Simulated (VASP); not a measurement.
# CdTe (Cmcm) in VASP: further runs

Runs on CdTe. Level: PBEsol. Tasks: electric field gradients.

All numbers are computed with VASP 6.6.1; they aren't measurements. Logs are shortened: lines on timing, memory, paths and dates and some standing lists are left out, and cuts for length are marked.

## (1) The cell of the first run

The structure is orthorhombic, space group Cmcm (No. 63). The conventional cell has a = 6.131 Å, b = 6.189 Å, c = 6.030 Å, α = 90.00°, β = 90.00°, γ = 90.00°. Within 4.1 Å of Cd (site symmetry m2m) lie 6 Te at 3.03 to 3.16 Å and 2 Cd at 4.09 Å. Te (site symmetry m2m) has 6 Cd at 3.03 to 3.16 Å within 4.0 Å.

## (2) Electric field gradients, PBEsol (zz strain of -1 %)

Input file INCAR:

```
PREC = Accurate ; ENCUT = 520
EDIFF = 1E-8 ; ISMEAR = -1
SIGMA = 0.05 ; LREAL = F
LASPH = T ; NELM = 80
ALGO = Normal ; ISIF = 2
LWAVE = F ; LCHARG = F
GGA = PS ; LEFG = T
NBANDS = 26
```

Input file KPOINTS:

```
Automatic mesh
0
Gamma
  9 9 6
```

Input file POSCAR:

```
CdTe
1.0
    3.0652910000     -3.0946090000      0.0000000000
    3.0652910000      3.0946090000      0.0000000000
    0.0000000000      0.0000000000      6.0297454800
Cd Te
2 2
Direct
    0.2770300000      0.7229700000      0.7500000000
    0.7229700000      0.2770300000      0.2500000000
    0.7661370000      0.2338630000      0.7500000000
    0.2338630000      0.7661370000      0.2500000000
```

Potentials or basis: VASP PAW PBE potentials, release 64 (Cd, Te).

Run with:

```bash
> cat potpaw_PBE.64/Cd/POTCAR potpaw_PBE.64/Te/POTCAR > POTCAR
> mpirun -np 1 vasp_std > vasp.out
```

OUTCAR:

```text
PREC = Accurate
   ENCUT = 520
   EDIFF = 1E-8
   ISMEAR = -1
   LREAL = F
   LASPH = T
   NELM = 80
   ISIF = 2
   GGA = PS

 ion  position               nearest neighbor table
   1  0.277  0.723  0.750-   4 3.03   4 3.03   3 3.03   3 3.07   3 3.07   3 3.16
   2  0.723  0.277  0.250-   3 3.03   3 3.03   4 3.03   4 3.07   4 3.07   4 3.16
   3  0.766  0.234  0.750-   2 3.03   2 3.03   1 3.03   1 3.07   1 3.07   1 3.16
   4  0.234  0.766  0.250-   1 3.03   1 3.03   2 3.03   2 3.07   2 3.07   2 3.16

  LATTYP: Found a base centered orthorhombic cell.
 ALAT       =     6.1305820000
 B/A-ratio  =     1.0095645079
 C/A-ratio  =     0.9835518846

  Lattice vectors:

 A1 = (   3.0652910000,  -3.0946090000,   0.0000000000)
 A2 = (   3.0652910000,   3.0946090000,   0.0000000000)
 A3 = (   0.0000000000,   0.0000000000,   6.0297454800)

Analysis of symmetry for initial positions (statically):
=====================================================================
 Subroutine PRICEL returns:
 Original cell was already a primitive cell.

 Routine SETGRP: Setting up the symmetry group for a
 base centered orthorhombic supercell.

 Subroutine GETGRP returns: Found  8 space group operations
 (whereof  4 operations were pure point group operations)
 out of a pool of  8 trial point group operations.

The static configuration has the point symmetry C_2h.
 The point group associated with its full space group is D_2h.

Analysis of symmetry for dynamics (positions and initial velocities):
=====================================================================
 Subroutine PRICEL returns:
 Original cell was already a primitive cell.

 Routine SETGRP: Setting up the symmetry group for a
 base centered orthorhombic supercell.

 Subroutine GETGRP returns: Found  8 space group operations
 (whereof  4 operations were pure point group operations)
 out of a pool of  8 trial point group operations.

The dynamic configuration has the point symmetry C_2h.
 The point group associated with its full space group is D_2h.

 Subroutine INISYM returns: Found  8 space group operations
 (whereof  4 operations are pure point group operations),
 and found     1 'primitive' translations

----------------------------------------------------------------------------------------

                                     Primitive cell

  volume of cell :     114.3948

  direct lattice vectors                    reciprocal lattice vectors
     3.065291000 -3.094609000  0.000000000     0.163116650 -0.161571300  0.000000000
     3.065291000  3.094609000  0.000000000     0.163116650  0.161571300  0.000000000
     0.000000000  0.000000000  6.029745480     0.000000000  0.000000000  0.165844479

  length of vectors
     4.355756396  4.355756396  6.029745480     0.229591652  0.229591652  0.165844479

  position of ions in fractional coordinates (direct lattice)
     0.277030000  0.722970000  0.750000000
     0.722970000  0.277030000  0.250000000
     0.766137000  0.233863000  0.750000000
     0.233863000  0.766137000  0.250000000

  ion indices of the primitive-cell ions
   primitive index   ion index
                 1           1
                 2           2
                 3           3
                 4           4

----------------------------------------------------------------------------------------

 KPOINTS: Automatic mesh

Automatic generation of k-mesh.
 Grid dimensions read from file:
 generate k-points for:    9    9    6

 Generating k-lattice:

  Cartesian coordinates                     Fractional coordinates (reciprocal lattice)
     0.018124072 -0.017952367  0.000000000     0.111111111  0.000000000  0.000000000
     0.018124072  0.017952367  0.000000000     0.000000000  0.111111111  0.000000000
     0.000000000  0.000000000  0.027640747     0.000000000  0.000000000  0.166666667

  Length of vectors
[... 42 lines left out ...]
   ions per type =               2   2
   NGX,Y,Z   is equivalent  to a cutoff of  12.21, 12.21, 13.23 a.u.
   NGXF,Y,Z  is equivalent  to a cutoff of  24.43, 24.43, 26.47 a.u.
 SYSTEM =  unknown system
   PREC   = accura    normal or accurate (medium, high low for compatibility)
   ISTART =      0    job   : 0-new  1-cont  2-samecut
   ICHARG =      2    charge: 1-file 2-atom 10-const
   ISPIN  =      1    spin polarized calculation?
   LNONCOLLINEAR =      F non collinear calculations
   LSORBIT =      F    spin-orbit coupling
   LASPH  =      T    aspherical Exc in radial PAW
   ENCUT  =  520.0 eV  38.22 Ry    6.18 a.u.   8.10  8.10 11.21*2*pi/ulx,y,z
   NELM   =     80;   NELMIN=  2; NELMDL= -5     # of ELM steps
   EDIFF  = 0.1E-07   stopping-criterion for ELM
   LREAL  =      F    real-space projection
   EDIFFG = 0.1E-06   stopping-criterion for IOM
   NSW    =      0    number of steps for IOM
   IBRION =     -1    ionic relax: 0-MD 1-quasi-New 2-CG
   NFREE  =      0    steps in history (QN), initial steepest desc. (CG)
   ISIF   =      2    stress and relaxation
   ISYM   =      2    0-nonsym 1-usesym 2-fastsym
   POTIM  = 0.5000    time-step for ionic-motion
   TEBEG  =    0.0;   TEEND  =   0.0 temperature during run
   PSTRESS=    0.0 pullay stress
   NELECT =      36.0000    total number of electrons
   NUPDOWN=      -1.0000    fix difference up-down
   EMIN   =  10.00;   EMAX   =-10.00  energy-range for DOS
   EFERMI =   0.00;   METHOD = LEGACY
   ISMEAR =    -1;   SIGMA  =   0.05  broadening in eV -4-tet -1-fermi 0-gaus
   EFERMI_NEDOS =   21; number of points for ismear=-14 and -15
   IALGO  =     38    algorithm
   IMIX   =      4    mixing-type and parameters
     AMIX     =   0.40;   BMIX     =  1.00
     AMIX_MAG =   1.60;   BMIX_MAG =  1.00
  volume/ion in A,a.u.               =      28.60       192.99
  Fermi-wavevector in a.u.,A,eV,Ry     =   1.113543  2.104290 16.870913  1.239977
  Thomas-Fermi vector in A             =   2.250128
   LORBIT       =      0    0 simple, 1 ext, 2 COOP (PROOUT), +10 PAW based schemes
   GGA     = PS    functional components
   LHFCALC =     F    Hartree Fock is set to
   AEXX    =    0.0000 exact exchange contribution
   IVDW    =     0    specifies the selected vdW correction
   LEPSILON=     F    determine dielectric tensor
   LRPA    =     F    only Hartree local field effects (RPA)
 non-spin polarized calculation
  energy-cutoff  :      520.00
  volume of cell :      114.39
 maximum number of plane-waves:      3109
   NGX = 17   NGY = 17   NGZ = 23

 number of electron      36.0000006 magnetization

 Free energy of the ion-electron system (eV)
  ---------------------------------------------------
  ext. energy  EPLUGINS =         0.00000000
  ---------------------------------------------------
  free energy    TOTEN  =       -10.42799153 eV

  energy without entropy =      -10.41012583  energy(sigma->0) =      -10.41905868

 E-fermi :   3.7106     XC(G=0):  -9.8615

 val. band max:        3.7102737519   @ k =   0.3333   0.0000   0.1667
 cond. band min:       3.7145401536   @ k =  -0.3333   0.3333   0.0000
 fundamental gap:      0.0042664017
 Fermi energy:         3.7106299473

 k-point     1 :       0.0000    0.0000    0.0000
  band No.  band energies     occupation
      1      -7.8507      2.00000
      2      -6.9856      2.00000
      3      -4.5093      2.00000
      4      -4.5004      2.00000
      5      -4.4817      2.00000
      6      -4.4632      2.00000
[... 685 lines left out ...]
     25      12.9489      0.00000
     26      13.0006      0.00000

 [... further k-points ...]

------------------------ aborting loop because EDIFF is reached ----------------------------------------

  FORCE on cell =-STRESS in cart. coord.  units (eV):
  Direction    XX          YY          ZZ          XY          YZ          ZX
  --------------------------------------------------------------------------------------
  -------------------------------------------------------------------------------------
  Total       -2.0644992     -2.0545341     -1.4479163      0.0000000      0.0000000      0.0000000
  in kB      -28.9147095    -28.7751413    -20.2790482      0.0000000      0.0000000      0.0000000
  external PRESSURE =     -25.9896330 kB  Pullay stress =       0.0000000 kB

 VOLUME and BASIS-vectors are now :
 -----------------------------------------------------------------------------
  energy-cutoff  :      520.00
  volume of cell :      114.39
      direct lattice vectors                 reciprocal lattice vectors
     3.065291000 -3.094609000  0.000000000     0.163116650 -0.161571300  0.000000000
     3.065291000  3.094609000  0.000000000     0.163116650  0.161571300  0.000000000
     0.000000000  0.000000000  6.029745480     0.000000000  0.000000000  0.165844479

 POSITION                                       TOTAL-FORCE (eV/Angst)
 -----------------------------------------------------------------------------------
      3.06529      1.38001      4.52231         0.000000      0.030473      0.000000
      3.06529     -1.38001      1.50744         0.000000     -0.030473      0.000000
      3.06529     -1.64718      4.52231         0.000000      0.042610     -0.000000
      3.06529      1.64718      1.50744         0.000000     -0.042610     -0.000000
 -----------------------------------------------------------------------------------
    total drift:                                0.000000     -0.000000      0.000000

  FREE ENERGIE OF THE ION-ELECTRON SYSTEM (eV)
  ---------------------------------------------------
  free  energy   TOTEN  =       -10.4279915257 eV

  energy  without entropy=      -10.4101258282  energy(sigma->0) =      -10.41905868

 Electric field gradients (V/A^2)
---------------------------------------------------------------------
 ion       V_xx      V_yy      V_zz      V_xy      V_xz      V_yz
---------------------------------------------------------------------
   1       3.046     8.196   -11.242     0.000    -0.000    -0.000
   2       3.046     8.196   -11.242     0.000    -0.000     0.000
   3       1.010   -16.303    15.294     0.000     0.000     0.000
   4       1.010   -16.303    15.294    -0.000     0.000    -0.000
---------------------------------------------------------------------

 Electric field gradients after diagonalization (V/A^2)
 (convention: |V_zz| > |V_xx| > |V_yy|)
----------------------------------------------------------------------
 ion       V_xx      V_yy      V_zz     asymmetry (V_yy - V_xx)/ V_zz
----------------------------------------------------------------------
   1       8.196     3.046   -11.242       0.458
   2       8.196     3.046   -11.242       0.458
   3      15.294     1.010   -16.303       0.876
   4      15.294     1.010   -16.303       0.876
----------------------------------------------------------------------

           NMR quadrupolar parameters

 Cq : quadrupolar parameter    Cq=e*Q*V_zz/h
 eta: asymmetry parameters     (V_yy - V_xx)/ V_zz
 Q  : nuclear electric quadrupole moment in mb (millibarn)
----------------------------------------------------------------------
 ion       Cq(MHz)       eta       Q (mb)
----------------------------------------------------------------------
   1      -0.027       0.458       1.000
   2      -0.027       0.458       1.000
   3      -0.039       0.876       1.000
   4      -0.039       0.876       1.000
----------------------------------------------------------------------
```

It took 2.6 min on 1 thread of Intel Xeon Platinum 8559C (Emerald Rapids), shared host; peak memory 0.39 GiB.

What came out:

| Item | Value |
| --- | --- |
| Free energy | -10.4280 eV |
| Pressure | -2.6 GPa |
| Largest force | 0.043 eV/Å |
| Band gap on the k mesh | zero (bands 18 and 19 overlap by 1.23 eV) |
| Largest electric field gradient by atom | Cd -11.2; Te -16.3 V/Å² |

Forces in eV/Å, atoms in the order of the input:
```
Cd   0.000  0.030  0.000
Cd   0.000 -0.030  0.000
Te   0.000  0.043  0.000
Te   0.000 -0.043  0.000
```

Levels at points of the mesh, in eV from the Fermi level:
| k point | band 16 | band 17 | band 18 | band 19 | band 20 | band 21 |
| --- | --- | --- | --- | --- | --- | --- |
| (0.00, 0.00, 0.00) | -1.36 | -0.46 | -0.43 | -0.32 | 0.25 | 4.16 |
| (0.00, 0.00, 0.50) | -1.31 | -1.26 | -1.26 | 1.68 | 1.68 | 4.99 |

Electric field gradients, principal values (V/Å²):
| atom | least | middle | greatest (by size) |
| --- | --- | --- | --- |
| 1 Cd | 3.046 | 8.196 | -11.242 |
| 2 Cd | 3.046 | 8.196 | -11.242 |
| 3 Te | 1.010 | 15.294 | -16.303 |
| 4 Te | 1.010 | 15.294 | -16.303 |

Caveat: the cell differs from its parent crystal (zz strain of -1 %); without QUAD_EFG the Cq values of the log hold for a quadrupole moment of 1 mb, not for the nuclei; the PAW data sets were made with another functional, which shifts forces and pressure a little; spin-orbit coupling is left out, which moves the levels of the heavy elements.

## (3) Electric field gradients, PBEsol (zz strain of +1 %)

Input file INCAR:

```
  ALGO = Normal
  EDIFF = 1E-8
  ENCUT = 520
  GGA = PS
  ISIF = 2
  ISMEAR = -1
  LASPH = T
  LCHARG = F
  LEFG = T
  LREAL = F
  LWAVE = F
  NBANDS = 26
  NELM = 100
  PREC = Accurate
  SIGMA = 0.05
```

Input file KPOINTS:

```
k-points
0
Gamma
  9 9 6
```

POSCAR, as its differences from that of step 2:

```diff
@@ -4,3 +4,3 @@
     3.0652910000      3.0946090000      0.0000000000
-    0.0000000000      0.0000000000      6.0297454800
+    0.0000000000      0.0000000000      6.1515585200
 Cd Te
```

Potentials or basis: VASP PAW PBE potentials, release 64 (Cd, Te).

Run with:

```bash
> cat potpaw_PBE.64/Cd/POTCAR potpaw_PBE.64/Te/POTCAR > POTCAR
> mpirun -np 1 vasp_std > vasp.out
```

OUTCAR:

```text
EDIFF = 1E-8
   ENCUT = 520
   GGA = PS
   ISIF = 2
   ISMEAR = -1
   LASPH = T
   LREAL = F
   NELM = 100
   PREC = Accurate

 ion  position               nearest neighbor table
   1  0.277  0.723  0.750-   3 3.03   3 3.07   3 3.07   4 3.09   4 3.09   3 3.16
   2  0.723  0.277  0.250-   4 3.03   4 3.07   4 3.07   3 3.09   3 3.09   4 3.16
   3  0.766  0.234  0.750-   1 3.03   1 3.07   1 3.07   2 3.09   2 3.09   1 3.16
   4  0.234  0.766  0.250-   2 3.03   2 3.07   2 3.07   1 3.09   1 3.09   2 3.16

  LATTYP: Found a base centered orthorhombic cell.
 ALAT       =     6.1305820000
 B/A-ratio  =     1.0095645079
 C/A-ratio  =     1.0034216197

[... 926 lines left out ...]
 ion       V_xx      V_yy      V_zz      V_xy      V_xz      V_yz
---------------------------------------------------------------------
   1      -3.549     2.044     1.505     0.000    -0.000    -0.000
   2      -3.549     2.044     1.505     0.000    -0.000     0.000
   3      14.449    -0.069   -14.379     0.000     0.000     0.000
   4      14.449    -0.069   -14.379    -0.000     0.000     0.000
---------------------------------------------------------------------

 Electric field gradients after diagonalization (V/A^2)
 (convention: |V_zz| > |V_xx| > |V_yy|)
----------------------------------------------------------------------
 ion       V_xx      V_yy      V_zz     asymmetry (V_yy - V_xx)/ V_zz
----------------------------------------------------------------------
   1       2.044     1.505    -3.549       0.152
   2       2.044     1.505    -3.549       0.152
   3     -14.379    -0.069    14.449       0.990
   4     -14.379    -0.069    14.449       0.990
----------------------------------------------------------------------

           NMR quadrupolar parameters

 Cq : quadrupolar parameter    Cq=e*Q*V_zz/h
 eta: asymmetry parameters     (V_yy - V_xx)/ V_zz
 Q  : nuclear electric quadrupole moment in mb (millibarn)
----------------------------------------------------------------------
 ion       Cq(MHz)       eta       Q (mb)
----------------------------------------------------------------------
   1      -0.009       0.152       1.000
   2      -0.009       0.152       1.000
   3       0.035       0.990       1.000
   4       0.035       0.990       1.000
----------------------------------------------------------------------
```

OSZICAR:

```text
N       E                     dE             d eps       ncg     rms          rms(c)
DAV:   1     0.219839568070E+03    0.21984E+03   -0.16365E+04  5200   0.123E+03
DAV:   2    -0.384953115214E+00   -0.22022E+03   -0.21269E+03  5678   0.294E+02
DAV:   3    -0.108266661659E+02   -0.10442E+02   -0.10342E+02  6204   0.647E+01
[... 12 lines left out ...]
DAV:  16    -0.103879157248E+02    0.11925E-06   -0.32083E-07  5440   0.361E-03    0.224E-02
DAV:  17    -0.103879158041E+02   -0.79298E-07   -0.34911E-07  5384   0.292E-03    0.740E-03
DAV:  18    -0.103879158642E+02   -0.60164E-07   -0.72360E-08  5786   0.113E-03    0.256E-03
DAV:  19    -0.103879158814E+02   -0.17155E-07   -0.42739E-09  2786   0.376E-04    0.143E-03
DAV:  20    -0.103879158816E+02   -0.20873E-09   -0.98058E-10  2740   0.152E-04
   1 F= -.10387916E+02 E0= -.10379444E+02  d E =-.169446E-01
```

It took 2.6 min on 1 thread of Intel Xeon Platinum 8559C (Emerald Rapids), shared host; peak memory 0.4 GiB.

Results:

```
Free energy                             : -10.3879 eV
Pressure                                : -3.4 GPa
Largest force                           : 0.061 eV/Å
Band gap on the k mesh                  : zero (bands 18 and 19 overlap by 1.22 eV)
Largest electric field gradient by atom : Cd -3.5; Te +14.4 V/Å²
```

Forces in eV/Å, atoms in the order of the input:
```
Cd   0.000  0.041  0.000
Cd   0.000 -0.041  0.000
Te   0.000  0.061  0.000
Te   0.000 -0.061  0.000
```

Electric field gradients, principal values (V/Å²):
| atom | least | middle | greatest (by size) |
| --- | --- | --- | --- |
| 1 Cd | 1.505 | 2.044 | -3.549 |
| 2 Cd | 1.505 | 2.044 | -3.549 |
| 3 Te | -0.069 | -14.379 | 14.449 |
| 4 Te | -0.069 | -14.379 | 14.449 |

Caveat: the cell differs from its parent crystal (zz strain of +1 %); the cell stands under tension; without QUAD_EFG the Cq values of the log hold for a quadrupole moment of 1 mb, not for the nuclei; the PAW data sets were made with another functional, which shifts forces and pressure a little; spin-orbit coupling is left out, which moves the levels of the heavy elements.
